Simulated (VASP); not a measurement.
# AlGa2N2 (I4/mmm) in VASP: relaxation of cell and atoms with PBE

Aim: the relaxation of cell and atoms of AlGa2N2 with PBE.

Program: VASP 6.6.1. These are calculated values, not measurements. Logs are shortened: lines on timing, memory, paths and dates and some standing lists are left out, and cuts for length are marked.

## 1. The cell of the first run

The structure is tetragonal, space group I4/mmm (No. 139). Conventional cell: a = 4.129 Å, b = 4.129 Å, c = 9.241 Å, α = 90.00°, β = 90.00°, γ = 90.00°. Within 2.4 Å of Al (site symmetry 4/mmm) lie 2 N at 1.84 Å. Within 2.8 Å of Ga (site symmetry -4m2) lie 4 N at 2.12 Å. Within 2.4 Å of N (site symmetry 4mm) lie 1 Al at 1.84 Å and 4 Ga at 2.12 Å.

The cell was generated, and may not be a known phase.

## 2. Relaxation of cell and atoms, PBE

INCAR

```
PREC = Accurate
ENCUT = 600
EDIFF = 1E-6
ISMEAR = 0
SIGMA = 0.1
LREAL = F
LASPH = T
NELM = 60
ALGO = Normal
ISIF = 3
LWAVE = F
LCHARG = F
GGA = PE
IBRION = 2
NSW = 100
EDIFFG = -0.01
```

KPOINTS

```
regular mesh
0
Gamma
  12 12 12
```

POSCAR

```
AlGa2N2
1.0
   -2.0643442410      2.0643442410      4.6207405458
    2.0643442410     -2.0643442410      4.6207405458
    2.0643442410      2.0643442410     -4.6207405458
Al Ga N
1 2 2
Direct
    0.5000000000      0.5000000000      0.0000000000
    0.7500000000      0.2500000000      0.5000000000
    0.2500000000      0.7500000000      0.5000000000
    0.3003662594      0.3003662594      0.0000000000
    0.6996337406      0.6996337406      0.0000000000
```

Potentials or basis: VASP PAW PBE potentials, release 64 (Al, Ga_d, N).

Run with:

```bash
$ cat potpaw_PBE.64/Al/POTCAR potpaw_PBE.64/Ga_d/POTCAR potpaw_PBE.64/N/POTCAR > POTCAR
$ mpirun -np 1 vasp_std > vasp.out
```

OUTCAR:

```text
PREC = Accurate
   ENCUT = 600
   EDIFF = 1E-6
   ISMEAR = 0
   LREAL = F
   LASPH = T
   NELM = 60
   ISIF = 3
   GGA = PE
   IBRION = 2
   NSW = 100
   EDIFFG = -0.01

 ion  position               nearest neighbor table
   1  0.500  0.500  0.000-   4 1.84   5 1.84   3 3.10   2 3.10   3 3.10   2 3.10   2 3.10   3 3.10
                             2 3.10   3 3.10
   2  0.750  0.250  0.500-   4 2.12   5 2.12   4 2.12   5 2.12   3 2.92   3 2.92   3 2.92   3 2.92
                             1 3.10   1 3.10   1 3.10   1 3.10
   3  0.250  0.750  0.500-   4 2.12   5 2.12   4 2.12   5 2.12   2 2.92   2 2.92   2 2.92   2 2.92
                             1 3.10   1 3.10   1 3.10   1 3.10
   4  0.300  0.300  0.000-   1 1.84   2 2.12   3 2.12   3 2.12   2 2.12
   5  0.700  0.700  0.000-   1 1.84   2 2.12   3 2.12   2 2.12   3 2.12

  LATTYP: Found a body centered tetragonal cell.
 ALAT       =     4.1286884820
 C/A-ratio  =     2.2383575636

  Lattice vectors:

 A1 = (  -2.0643442410,   2.0643442410,   4.6207405458)
 A2 = (   2.0643442410,  -2.0643442410,   4.6207405458)
 A3 = (   2.0643442410,   2.0643442410,  -4.6207405458)

Analysis of symmetry for initial positions (statically):
=====================================================================
 Subroutine PRICEL returns:
 Original cell was already a primitive cell.

 Routine SETGRP: Setting up the symmetry group for a
 body centered tetragonal supercell.

 Subroutine GETGRP returns: Found 16 space group operations
 (whereof 16 operations were pure point group operations)
 out of a pool of 16 trial point group operations.

The static configuration has the point symmetry D_4h.

Analysis of symmetry for dynamics (positions and initial velocities):
=====================================================================
 Subroutine PRICEL returns:
 Original cell was already a primitive cell.

 Routine SETGRP: Setting up the symmetry group for a
 body centered tetragonal supercell.

 Subroutine GETGRP returns: Found 16 space group operations
 (whereof 16 operations were pure point group operations)
 out of a pool of 16 trial point group operations.

The dynamic configuration has the point symmetry D_4h.

 Subroutine INISYM returns: Found 16 space group operations
 (whereof 16 operations are pure point group operations),
 and found     1 'primitive' translations

----------------------------------------------------------------------------------------

                                     Primitive cell

  volume of cell :      78.7655

  direct lattice vectors                    reciprocal lattice vectors
    -2.064344241  2.064344241  4.620740546     0.000000000  0.242207666  0.108207763
     2.064344241 -2.064344241  4.620740546     0.242207666  0.000000000  0.108207763
     2.064344241  2.064344241 -4.620740546     0.242207666  0.242207666  0.000000000

  length of vectors
     5.465736682  5.465736682  5.465736682     0.265279991  0.265279991  0.342533366

  position of ions in fractional coordinates (direct lattice)
     0.500000000  0.500000000  0.000000000
     0.750000000  0.250000000  0.500000000
     0.250000000  0.750000000  0.500000000
     0.300366259  0.300366259  0.000000000
     0.699633741  0.699633741  0.000000000

  ion indices of the primitive-cell ions
   primitive index   ion index
                 1           1
                 2           2
                 3           3
                 4           4
                 5           5

----------------------------------------------------------------------------------------

 KPOINTS: regular mesh

Automatic generation of k-mesh.
 Grid dimensions read from file:
 generate k-points for:   12   12   12

 Generating k-lattice:

  Cartesian coordinates                     Fractional coordinates (reciprocal lattice)
     0.000000000  0.020183972  0.009017314     0.083333333  0.000000000 -0.000000000
     0.020183972  0.000000000  0.009017314     0.000000000  0.083333333 -0.000000000
     0.020183972  0.020183972  0.000000000     0.000000000  0.000000000  0.083333333

  Length of vectors
     0.022106666  0.022106666  0.028544447

  Shift w.r.t. Gamma in fractional coordinates (k-lattice)
     0.000000000  0.000000000  0.000000000

 Subroutine IBZKPT returns following result:
 ===========================================

 Found    163 irreducible k-points:

 Following reciprocal coordinates:
            Coordinates               Weight
  0.000000  0.000000  0.000000      1.000000
  0.083333 -0.000000  0.000000      8.000000
  0.166667 -0.000000  0.000000      8.000000
  0.250000  0.000000 -0.000000      8.000000
  0.333333 -0.000000  0.000000      8.000000
  0.416667 -0.000000  0.000000      8.000000
[... 16 lines left out ...]
  0.500000  0.166667 -0.000000     16.000000
 -0.416667  0.166667  0.000000     16.000000
 [... further k-points ...]
   k-points           NKPTS =    163   k-points in BZ     NKDIM =    163   number of bands    NBANDS=     23
   number of dos      NEDOS =    301   number of ions     NIONS =      5
   total plane-waves  NPLWV = 110592
   dimension x,y,z NGX =    48 NGY =   48 NGZ =   48
   dimension x,y,z NGXF=    96 NGYF=   96 NGZF=   96
   ions per type =               1   2   2
   NGX,Y,Z   is equivalent  to a cutoff of  14.60, 14.60, 14.60 a.u.
   NGXF,Y,Z  is equivalent  to a cutoff of  29.20, 29.20, 29.20 a.u.
 SYSTEM =  unknown system
   PREC   = accura    normal or accurate (medium, high low for compatibility)
   ISTART =      0    job   : 0-new  1-cont  2-samecut
   ICHARG =      2    charge: 1-file 2-atom 10-const
   ISPIN  =      1    spin polarized calculation?
   LNONCOLLINEAR =      F non collinear calculations
   LSORBIT =      F    spin-orbit coupling
   LASPH  =      T    aspherical Exc in radial PAW
   ENCUT  =  600.0 eV  44.10 Ry    6.64 a.u.  10.92 10.92 10.92*2*pi/ulx,y,z
   NELM   =     60;   NELMIN=  2; NELMDL= -5     # of ELM steps
   EDIFF  = 0.1E-05   stopping-criterion for ELM
   LREAL  =      F    real-space projection
   EDIFFG = -.1E-01   stopping-criterion for IOM
   NSW    =    100    number of steps for IOM
   IBRION =      2    ionic relax: 0-MD 1-quasi-New 2-CG
   NFREE  =      1    steps in history (QN), initial steepest desc. (CG)
   ISIF   =      3    stress and relaxation
   ISYM   =      2    0-nonsym 1-usesym 2-fastsym
   POTIM  = 0.5000    time-step for ionic-motion
   TEBEG  =    0.0;   TEEND  =   0.0 temperature during run
   PSTRESS=    0.0 pullay stress
   NELECT =      39.0000    total number of electrons
   NUPDOWN=      -1.0000    fix difference up-down
   EMIN   =  10.00;   EMAX   =-10.00  energy-range for DOS
   EFERMI =   0.00;   METHOD = LEGACY
   ISMEAR =     0;   SIGMA  =   0.10  broadening in eV -4-tet -1-fermi 0-gaus
   EFERMI_NEDOS =   21; number of points for ismear=-14 and -15
   IALGO  =     38    algorithm
   IMIX   =      4    mixing-type and parameters
     AMIX     =   0.40;   BMIX     =  1.00
     AMIX_MAG =   1.60;   BMIX_MAG =  1.00
  volume/ion in A,a.u.               =      15.75       106.31
  Fermi-wavevector in a.u.,A,eV,Ry     =   1.295143  2.447466 22.822354  1.677396
  Thomas-Fermi vector in A             =   2.426681
   LORBIT       =      0    0 simple, 1 ext, 2 COOP (PROOUT), +10 PAW based schemes
   GGA     = PE    functional components
   LHFCALC =     F    Hartree Fock is set to
   AEXX    =    0.0000 exact exchange contribution
   IVDW    =     0    specifies the selected vdW correction
   LEPSILON=     F    determine dielectric tensor
   LRPA    =     F    only Hartree local field effects (RPA)
 conjugate gradient relaxation of ions
 non-spin polarized calculation
 Gauss-broadening in eV      SIGMA  =   0.10
  energy-cutoff  :      600.00
  volume of cell :       78.77
 maximum number of plane-waves:      2659
 NGX is ok and might be reduce to    48
   NGX = 21   NGY = 21   NGZ = 21

--------------------------------------- Ionic step        1  -------------------------------------------

 number of electron      39.0000007 magnetization

 Free energy of the ion-electron system (eV)
  ---------------------------------------------------
  ext. energy  EPLUGINS =         0.00000000
  ---------------------------------------------------
  free energy    TOTEN  =       -24.55688303 eV

  energy without entropy =      -24.54896609  energy(sigma->0) =      -24.55292456

------------------------ aborting loop because EDIFF is reached ----------------------------------------

  FORCE on cell =-STRESS in cart. coord.  units (eV):
  Direction    XX          YY          ZZ          XY          YZ          ZX
  --------------------------------------------------------------------------------------
  -------------------------------------------------------------------------------------
  Total        0.4802327      0.4802327     -0.0749031      0.0000000      0.0000000      0.0000000
  in kB        9.7684680      9.7684680     -1.5236129      0.0000000      0.0000000      0.0000000
  external PRESSURE =       6.0044410 kB  Pullay stress =       0.0000000 kB
[... 24 lines left out ...]
  energy  without entropy=      -24.5489660934  energy(sigma->0) =      -24.55292456

--------------------------------------- Ionic step        2  -------------------------------------------

 number of electron      39.0000005 magnetization

 E-fermi :   5.2453     XC(G=0): -10.0069

 val. band max:        5.2373571473   @ k =  -0.3333   0.3333   0.0833
 cond. band min:       5.2496664460   @ k =   0.5000   0.1667   0.0833
 fundamental gap:      0.0123092987
 Fermi energy:         5.2452605264

 k-point     1 :       0.0000    0.0000    0.0000
  band No.  band energies     occupation
      1     -12.2057      2.00000
      2     -11.6437      2.00000
      3     -10.3669      2.00000
      4     -10.2919      2.00000
      5     -10.2919      2.00000
      6     -10.1798      2.00000
[... 686 lines left out ...]
  FREE ENERGIE OF THE ION-ELECTRON SYSTEM (eV)
  ---------------------------------------------------
  free  energy   TOTEN  =       -24.5604954843 eV

  energy  without entropy=      -24.5526861713  energy(sigma->0) =      -24.55659083

[... ionic steps 4 to 7 ...]

--------------------------------------- Ionic step        8  -------------------------------------------

 number of electron      39.0000005 magnetization

------------------------ aborting loop because EDIFF is reached ----------------------------------------

  FORCE on cell =-STRESS in cart. coord.  units (eV):
  Direction    XX          YY          ZZ          XY          YZ          ZX
  --------------------------------------------------------------------------------------
  -------------------------------------------------------------------------------------
  Total        0.0443346      0.0443346      0.0206438      0.0000000     -0.0000000      0.0000000
  in kB        0.8918634      0.8918634      0.4152838      0.0000000     -0.0000000      0.0000000
  external PRESSURE =       0.7330036 kB  Pullay stress =       0.0000000 kB
[... 63 lines left out ...]
  energy  without entropy=      -24.5528970654  energy(sigma->0) =      -24.55684638

--------------------------------------- Ionic step       10  -------------------------------------------

 number of electron      39.0000006 magnetization

 Free energy of the ion-electron system (eV)
  ---------------------------------------------------
  ext. energy  EPLUGINS =         0.00000000
  ---------------------------------------------------
  free energy    TOTEN  =       -24.56088681 eV

  energy without entropy =      -24.55294809  energy(sigma->0) =      -24.55691745

 E-fermi :   5.2169     XC(G=0):  -9.9791

 val. band max:        5.2074802847   @ k =  -0.1667   0.4167   0.1667
 cond. band min:       5.2203170643   @ k =  -0.4167   0.2500  -0.0000
 fundamental gap:      0.0128367795
 Fermi energy:         5.2168662817

 k-point     1 :       0.0000    0.0000    0.0000
  band No.  band energies     occupation
      1     -12.2190      2.00000
      2     -11.6700      2.00000
      3     -10.4077      2.00000
      4     -10.3327      2.00000
      5     -10.3327      2.00000
      6     -10.2206      2.00000
[... 647 lines left out ...]
  FREE ENERGIE OF THE ION-ELECTRON SYSTEM (eV)
  ---------------------------------------------------
  free  energy   TOTEN  =       -24.5608868051 eV

  energy  without entropy=      -24.5529480890  energy(sigma->0) =      -24.55691745

 reached required accuracy - stopping structural energy minimisation
```

Run time: 21 min. Hardware: 1 thread of Intel Xeon 6975P-C (Granite Rapids), shared host; peak memory 0.58 GiB.

What came out:

* Free energy: -24.5609 eV
* Relaxed volume: 15.98 Å³/atom
* Relaxed cell: a = 5.492 Å, b = 5.492 Å, c = 5.492 Å, α = 135.63°, β = 135.63°, γ = 64.56°
* Space group after relaxing (to 0.1 Å): I4/mmm (No. 139)
* Energy gained by relaxing: 0.8 meV/atom
* Ionic steps: 10
* Pressure after relaxing: 0.0 GPa
* Largest force after relaxing: 0.007 eV/Å
* Band gap on the k mesh: zero (an odd number of electrons rules out a gap without spin polarisation)

Forces in eV/Å, atoms in the order of the input:
```
Al   0.000  0.000  0.000
Ga   0.000  0.000  0.000
Ga   0.000  0.000  0.000
N    0.000  0.000  0.007
N    0.000  0.000 -0.007
```

The path:
```
step  energy change (eV)  largest force (eV/Å)  pressure (GPa)  volume (Å³)
   1              0.0000                0.1197            0.60        78.77
   2             -0.0034                0.0369            0.15        79.44
   3             -0.0036                0.0078            0.01        79.68
   4             -0.0036                0.0130            0.07        79.63
   5             -0.0036                0.0106           -0.01        79.65
   6             -0.0037                0.0155            0.03        79.64
   7             -0.0037                0.0254            0.08        79.62
   8             -0.0038                0.0234            0.07        79.64
   9             -0.0039                0.0180            0.03        79.73
  10             -0.0040                0.0069           -0.01        79.89
```

Final structure:
```yaml
crystal:
  lattice:
    - [-2.07399, 2.07399, 4.64330]
    - [2.07399, -2.07399, 4.64330]
    - [2.07399, 2.07399, -4.64330]
  atoms:
    - { symbol: Al, position: [0.50000, 0.50000, 0.00000] }
    - { symbol: Ga, position: [0.75000, 0.25000, 0.50000] }
    - { symbol: Ga, position: [0.25000, 0.75000, 0.50000] }
    - { symbol: N, position: [0.30219, 0.30219, 0.00000] }
    - { symbol: N, position: [0.69781, 0.69781, 0.00000] }
```

Levels at points of the mesh, in eV from the Fermi level:
```csv
k point,band 16,band 17,band 18,band 19,band 20,band 21,band 22,band 23
"(0.00, 0.00, 0.00)",-5.04,-3.89,-3.89,-3.68,-2.20,1.73,2.55,2.72
"(0.50, 0.00, 0.00)",-5.31,-5.17,-4.09,-0.79,-0.58,1.41,2.56,3.66
"(0.50, 0.50, 0.00)",-4.75,-4.35,-3.45,0.42,0.94,1.16,3.20,3.30
"(0.50, 0.50, 0.50)",-5.19,-3.67,-3.67,-2.67,-0.95,-0.17,3.90,3.90
```
